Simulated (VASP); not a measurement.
# LiNbO3 (R3c) in VASP: notebook

The runs below take LiNbO3 through single point, relaxation of cell and atoms, with PBE.

All numbers are computed with VASP 6.6.1; they aren't measurements. Logs are shortened: lines on timing, memory, paths and dates and some standing lists are left out, and cuts for length are marked.

## Step 1: The cell of the first run

The structure is trigonal, space group R3c (No. 161). The conventional cell has a = 5.152 Å, b = 5.152 Å, c = 13.869 Å, α = 90.00°, β = 90.00°, γ = 120.00°. Within 2.7 Å of Li (site symmetry 3) lie 6 O at 2.07 to 2.24 Å. Within 2.5 Å of Nb (site symmetry 3) lie 6 O at 1.88 to 2.13 Å. O (site symmetry 1) has 2 Nb at 1.88 to 2.13 Å and 2 Li at 2.07 to 2.24 Å within 2.5 Å.

## Step 2: Single point, PBE

INCAR

```
ALGO = Normal ; EDIFF = 1E-7
ENCUT = 520 ; GGA = PE
ISIF = 2 ; ISMEAR = 0
LASPH = T ; LCHARG = T
LELF = T ; LREAL = F
LVHAR = T ; LWAVE = F
NBANDS = 45 ; NELM = 60
PREC = Accurate ; SIGMA = 0.1
```

KPOINTS

```
k-points
0
Gamma
  6 6 6
```

POSCAR

```
LiNbO3
1.0
    2.5758000000      1.4871388234      4.6230000000
   -2.5758000000      1.4871388234      4.6230000000
    0.0000000000     -2.9742776468      4.6230000000
Li Nb O
2 2 6
Direct
    0.2815000000      0.2815000000      0.2815000000
    0.7815000000      0.7815000000      0.7815000000
    0.0000550000      0.0000550000      0.0000550000
    0.5000550000      0.5000550000      0.5000550000
    0.1123100000      0.3583600000      0.7195900000
    0.7195900000      0.1123100000      0.3583600000
    0.3583600000      0.7195900000      0.1123100000
    0.2195900000      0.8583600000      0.6123100000
    0.8583600000      0.6123100000      0.2195900000
    0.6123100000      0.2195900000      0.8583600000
```

Potentials or basis: VASP PAW PBE potentials, release 64 (Li_sv, Nb_sv, O).

Command:

```sh
> cat potpaw_PBE.64/Li_sv/POTCAR potpaw_PBE.64/Nb_sv/POTCAR potpaw_PBE.64/O/POTCAR > POTCAR
> mpirun -np 1 vasp_std > vasp.out
```

OUTCAR:

```text
EDIFF = 1E-7
   ENCUT = 520
   GGA = PE
   ISIF = 2
   ISMEAR = 0
   LASPH = T
   LREAL = F
   NELM = 60
   PREC = Accurate

 ion  position               nearest neighbor table
   1  0.282  0.282  0.282-   9 2.07  10 2.07   8 2.07   6 2.24   7 2.24   5 2.24
   2  0.782  0.782  0.782-   5 2.07   6 2.07   7 2.07  10 2.24   8 2.24   9 2.24
   3  0.000  0.000  0.000-   7 1.88   6 1.88   5 1.88  10 2.13   8 2.13   9 2.13
   4  0.500  0.500  0.500-   8 1.88  10 1.88   9 1.88   6 2.13   7 2.13   5 2.13
   5  0.112  0.358  0.720-   3 1.88   2 2.07   4 2.13   1 2.24
   6  0.720  0.112  0.358-   3 1.88   2 2.07   4 2.13   1 2.24
   7  0.358  0.720  0.112-   3 1.88   2 2.07   4 2.13   1 2.24
   8  0.220  0.858  0.612-   4 1.88   1 2.07   3 2.13   2 2.24
   9  0.858  0.612  0.220-   4 1.88   1 2.07   3 2.13   2 2.24
  10  0.612  0.220  0.858-   4 1.88   1 2.07   3 2.13   2 2.24

  LATTYP: Found a trigonal (rhomboedric) cell.
 ALAT       =     5.4971316630
 COS(alpha) =     0.5608812359

  Lattice vectors:

 A1 = (   2.5758000000,   1.4871388234,   4.6230000000)
 A2 = (  -2.5758000000,   1.4871388234,   4.6230000000)
 A3 = (   0.0000000000,  -2.9742776468,   4.6230000000)

Analysis of symmetry for initial positions (statically):
=====================================================================
 Subroutine PRICEL returns:
 Original cell was already a primitive cell.

 Routine SETGRP: Setting up the symmetry group for a
 trigonal (rhombohedral) supercell.

 Subroutine GETGRP returns: Found  6 space group operations
 (whereof  3 operations were pure point group operations)
 out of a pool of 12 trial point group operations.

The static configuration has the point symmetry C_3 .
 The point group associated with its full space group is C_3v.

Analysis of symmetry for dynamics (positions and initial velocities):
=====================================================================
 Subroutine PRICEL returns:
 Original cell was already a primitive cell.

 Routine SETGRP: Setting up the symmetry group for a
 trigonal (rhombohedral) supercell.

 Subroutine GETGRP returns: Found  6 space group operations
 (whereof  3 operations were pure point group operations)
 out of a pool of 12 trial point group operations.

The dynamic configuration has the point symmetry C_3 .
 The point group associated with its full space group is C_3v.

 Subroutine INISYM returns: Found  6 space group operations
 (whereof  3 operations are pure point group operations),
 and found     1 'primitive' translations

----------------------------------------------------------------------------------------

                                     Primitive cell

  volume of cell :     106.2524

  direct lattice vectors                    reciprocal lattice vectors
     2.575800000  1.487138823  4.623000000     0.194114450  0.112072030  0.072103252
    -2.575800000  1.487138823  4.623000000    -0.194114450  0.112072030  0.072103252
     0.000000000 -2.974277647  4.623000000     0.000000000 -0.224144060  0.072103252

  length of vectors
     5.497131663  5.497131663  5.497131663     0.235455810  0.235455810  0.235455810

  position of ions in fractional coordinates (direct lattice)
     0.281500000  0.281500000  0.281500000
     0.781500000  0.781500000  0.781500000
     0.000055000  0.000055000  0.000055000
     0.500055000  0.500055000  0.500055000
     0.112310000  0.358360000  0.719590000
     0.719590000  0.112310000  0.358360000
     0.358360000  0.719590000  0.112310000
     0.219590000  0.858360000  0.612310000
     0.858360000  0.612310000  0.219590000
     0.612310000  0.219590000  0.858360000

  ion indices of the primitive-cell ions
   primitive index   ion index
                 1           1
                 2           2
                 3           3
                 4           4
                 5           5
                 6           6
                 7           7
                 8           8
                 9           9
                10          10

----------------------------------------------------------------------------------------

 KPOINTS: k-points

Automatic generation of k-mesh.
 Grid dimensions read from file:
 generate k-points for:    6    6    6

 Generating k-lattice:

  Cartesian coordinates                     Fractional coordinates (reciprocal lattice)
     0.032352408  0.018678672  0.012017209     0.166666667  0.000000000 -0.000000000
    -0.032352408  0.018678672  0.012017209     0.000000000  0.166666667 -0.000000000
     0.000000000 -0.037357343  0.012017209    -0.000000000 -0.000000000  0.166666667

  Length of vectors
     0.039242635  0.039242635  0.039242635

  Shift w.r.t. Gamma in fractional coordinates (k-lattice)
     0.000000000  0.000000000  0.000000000

 Subroutine IBZKPT returns following result:
 ===========================================

 Found     32 irreducible k-points:

 Following reciprocal coordinates:
            Coordinates               Weight
  0.000000  0.000000  0.000000      1.000000
  0.166667  0.000000  0.000000      6.000000
  0.333333  0.000000  0.000000      6.000000
  0.500000  0.000000  0.000000      3.000000
  0.166667  0.166667  0.000000      6.000000
  0.333333  0.166667  0.000000     12.000000
[... 16 lines left out ...]
  0.500000  0.500000  0.166667      6.000000
 -0.333333  0.500000  0.166667     12.000000
 [... further k-points ...]
   k-points           NKPTS =     32   k-points in BZ     NKDIM =     32   number of bands    NBANDS=     45
   number of dos      NEDOS =    301   number of ions     NIONS =     10
   total plane-waves  NPLWV =  74088
   dimension x,y,z NGX =    42 NGY =   42 NGZ =   42
   dimension x,y,z NGXF=    84 NGYF=   84 NGZF=   84
   ions per type =               2   2   6
   NGX,Y,Z   is equivalent  to a cutoff of  12.70, 12.70, 12.70 a.u.
   NGXF,Y,Z  is equivalent  to a cutoff of  25.40, 25.40, 25.40 a.u.
 SYSTEM =  unknown system
   PREC   = accura    normal or accurate (medium, high low for compatibility)
   ISTART =      0    job   : 0-new  1-cont  2-samecut
   ICHARG =      2    charge: 1-file 2-atom 10-const
   ISPIN  =      1    spin polarized calculation?
   LNONCOLLINEAR =      F non collinear calculations
   LSORBIT =      F    spin-orbit coupling
   LASPH  =      T    aspherical Exc in radial PAW
   ENCUT  =  520.0 eV  38.22 Ry    6.18 a.u.  10.22 10.22 10.22*2*pi/ulx,y,z
   NELM   =     60;   NELMIN=  2; NELMDL= -5     # of ELM steps
   EDIFF  = 0.1E-06   stopping-criterion for ELM
   LREAL  =      F    real-space projection
   EDIFFG = 0.1E-05   stopping-criterion for IOM
   NSW    =      0    number of steps for IOM
   IBRION =     -1    ionic relax: 0-MD 1-quasi-New 2-CG
   NFREE  =      0    steps in history (QN), initial steepest desc. (CG)
   ISIF   =      2    stress and relaxation
   ISYM   =      2    0-nonsym 1-usesym 2-fastsym
   POTIM  = 0.5000    time-step for ionic-motion
   TEBEG  =    0.0;   TEEND  =   0.0 temperature during run
   PSTRESS=    0.0 pullay stress
   NELECT =      68.0000    total number of electrons
   NUPDOWN=      -1.0000    fix difference up-down
   EMIN   =  10.00;   EMAX   =-10.00  energy-range for DOS
   EFERMI =   0.00;   METHOD = LEGACY
   ISMEAR =     0;   SIGMA  =   0.10  broadening in eV -4-tet -1-fermi 0-gaus
   EFERMI_NEDOS =   21; number of points for ismear=-14 and -15
   IALGO  =     38    algorithm
   IMIX   =      4    mixing-type and parameters
     AMIX     =   0.40;   BMIX     =  1.00
     AMIX_MAG =   1.60;   BMIX_MAG =  1.00
  volume/ion in A,a.u.               =      10.63        71.70
  Fermi-wavevector in a.u.,A,eV,Ry     =   1.410798  2.666022 27.080374  1.990351
  Thomas-Fermi vector in A             =   2.532715
   LORBIT       =      0    0 simple, 1 ext, 2 COOP (PROOUT), +10 PAW based schemes
   GGA     = PE    functional components
   LHFCALC =     F    Hartree Fock is set to
   AEXX    =    0.0000 exact exchange contribution
   IVDW    =     0    specifies the selected vdW correction
   LEPSILON=     F    determine dielectric tensor
   LRPA    =     F    only Hartree local field effects (RPA)
 non-spin polarized calculation
 Gauss-broadening in eV      SIGMA  =   0.10
  energy-cutoff  :      520.00
  volume of cell :      106.25
 maximum number of plane-waves:      2904
 NGX is ok and might be reduce to    42
   NGX = 21   NGY = 21   NGZ = 21

 number of electron      67.9999998 magnetization

 Free energy of the ion-electron system (eV)
  ---------------------------------------------------
  ext. energy  EPLUGINS =         0.00000000
  ---------------------------------------------------
  free energy    TOTEN  =       -80.00604501 eV

  energy without entropy =      -80.00604501  energy(sigma->0) =      -80.00604501

 E-fermi :   3.9988     XC(G=0): -10.7958

 val. band max:        3.5608036759   @ k =   0.1667   0.1667   0.1667
 cond. band min:       7.1561751059   @ k =   0.1667   0.1667   0.0000
 fundamental gap:      3.5953714300
 Fermi energy:         3.9988373194

 k-point     1 :       0.0000    0.0000    0.0000
  band No.  band energies     occupation
      1     -50.6023      2.00000
      2     -50.5869      2.00000
      3     -39.0653      2.00000
      4     -39.0628      2.00000
      5     -26.9115      2.00000
      6     -26.9115      2.00000
[... 37 lines left out ...]
     44      13.5693      0.00000
     45      13.6031      0.00000

 k-point     2 :       0.1667    0.0000    0.0000
  band No.  band energies     occupation
      1     -50.6012      2.00000
      2     -50.5879      2.00000
      3     -39.0652      2.00000
      4     -39.0630      2.00000
      5     -26.9027      2.00000
      6     -26.9013      2.00000
[... 37 lines left out ...]
     44      13.4953      0.00000
     45      13.5298      0.00000

 k-point     3 :       0.3333    0.0000    0.0000
  band No.  band energies     occupation
      1     -50.5984      2.00000
      2     -50.5907      2.00000
      3     -39.0648      2.00000
      4     -39.0635      2.00000
      5     -26.8769      2.00000
      6     -26.8730      2.00000
[... 997 lines left out ...]
     44      13.1983      0.00000
     45      13.6675      0.00000

 k-point    24 :      -0.3333    0.5000    0.1667
  band No.  band energies     occupation
      1     -50.5958      2.00000
      2     -50.5932      2.00000
      3     -39.0644      2.00000
      4     -39.0639      2.00000
      5     -26.9138      2.00000
      6     -26.9122      2.00000
[... 37 lines left out ...]
     44      13.1417      0.00000
     45      14.0049      0.00000

 [... further k-points ...]
[... 5 lines left out ...]
  --------------------------------------------------------------------------------------
  -------------------------------------------------------------------------------------
  Total        2.8972577      2.8972577      2.7476802      0.0000000      0.0000000      0.0000000
  in kB       43.6876738     43.6876738     41.4321974      0.0000000      0.0000000      0.0000000
  external PRESSURE =      42.9358483 kB  Pullay stress =       0.0000000 kB

 VOLUME and BASIS-vectors are now :
 -----------------------------------------------------------------------------
  energy-cutoff  :      520.00
  volume of cell :      106.25
      direct lattice vectors                 reciprocal lattice vectors
     2.575800000  1.487138823  4.623000000     0.194114450  0.112072030  0.072103252
    -2.575800000  1.487138823  4.623000000    -0.194114450  0.112072030  0.072103252
     0.000000000 -2.974277647  4.623000000     0.000000000 -0.224144060  0.072103252

 POSITION                                       TOTAL-FORCE (eV/Angst)
 -----------------------------------------------------------------------------------
      0.00000      0.00000      3.90412         0.000000     -0.000000      0.007943
      0.00000      0.00000     10.83862         0.000000     -0.000000      0.007943
      0.00000      0.00000      0.00076         0.000000     -0.000000     -0.113357
      0.00000      0.00000      6.93526         0.000000     -0.000000     -0.113357
     -0.63378     -1.44031      5.50257        -0.177851      0.074941      0.035138
      1.56423      0.17129      5.50257         0.024025     -0.191494      0.035138
     -0.93046      1.26902      5.50257         0.153826      0.116553      0.035138
     -1.64534     -0.21812      7.81407        -0.153826      0.116553      0.035138
      0.63378      1.53397      7.81407         0.177851      0.074941      0.035138
      1.01157     -1.31585      7.81407        -0.024025     -0.191494      0.035138
 -----------------------------------------------------------------------------------
    total drift:                                0.000000     -0.000000     -0.000350

  FREE ENERGIE OF THE ION-ELECTRON SYSTEM (eV)
  ---------------------------------------------------
  free  energy   TOTEN  =       -80.0060450073 eV

  energy  without entropy=      -80.0060450073  energy(sigma->0) =      -80.00604501
```

Wall time 2.2 min (1 thread of Intel Xeon 6975P-C (Granite Rapids), shared host); peak memory 0.32 GiB.

Results:

- Free energy: -80.0060 eV
- Largest force: 0.196 eV/Å
- Band gap on the k mesh: 3.60 eV (least direct gap 3.61 eV)

Forces on the atoms (eV/Å):
```
Li   0.000  0.000  0.008
Li   0.000  0.000  0.008
Nb   0.000  0.000 -0.113
Nb   0.000  0.000 -0.113
O   -0.178  0.075  0.035
O    0.024 -0.191  0.035
O    0.154  0.117  0.035
O   -0.154  0.117  0.035
O    0.178  0.075  0.035
O   -0.024 -0.191  0.035
```

Levels at points of the mesh, in eV from the valence-band top:
| k point | band 32 | band 33 | band 34 | band 35 | band 36 | band 37 |
| --- | --- | --- | --- | --- | --- | --- |
| (0.00, 0.00, 0.00) | -0.48 | -0.01 | -0.01 | 3.60 | 3.60 | 4.07 |
| (0.50, 0.00, 0.00) | -0.30 | -0.22 | -0.22 | 3.90 | 3.90 | 4.73 |
| (0.50, 0.50, 0.00) | -0.65 | -0.48 | -0.19 | 3.69 | 4.17 | 4.63 |
| (0.50, 0.50, 0.50) | -0.32 | -0.32 | -0.32 | 4.65 | 4.65 | 4.85 |

Caveat: the cutoff is under 1.25 times the usual one of these potentials, so pressure, stress and relaxed cells hold a basis-set (Pulay) error. A k mesh can miss the band edges.

(Continued in part 2 of 3.)
